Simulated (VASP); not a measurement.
The system is BP.

```
CELL_PARAMETERS angstrom
0.00000 2.26900 2.26900
2.26900 0.00000 2.26900
2.26900 2.26900 0.00000
ATOMIC_POSITIONS crystal
B 0.00000 0.00000 0.00000
P 0.25000 0.25000 0.25000
```

Base run:

```yaml
Program: VASP 6.6.1
Functional: r2SCAN
Potentials_or_basis: VASP PAW PBE potentials, release 64 (B, P)
Cutoff: 520 eV
k_mesh: 8 × 8 × 8
Occupations: gaussian, width 0.01 eV
Spin: no spin polarisation
```

Its results: band gap on the k mesh 1.48 eV, indirect (least direct gap 3.64 eV); pressure -0.7 GPa.

The run is repeated on the same cell with these changes: k mesh from 8 × 8 × 8 to 6 × 6 × 6. What comes out?

Band gap on the k mesh 1.54 eV, indirect (least direct gap 3.64 eV); pressure -0.5 GPa.

Caveats: the PAW data sets were made with another functional, which shifts forces and pressure a little.

A k mesh can miss the band edges.
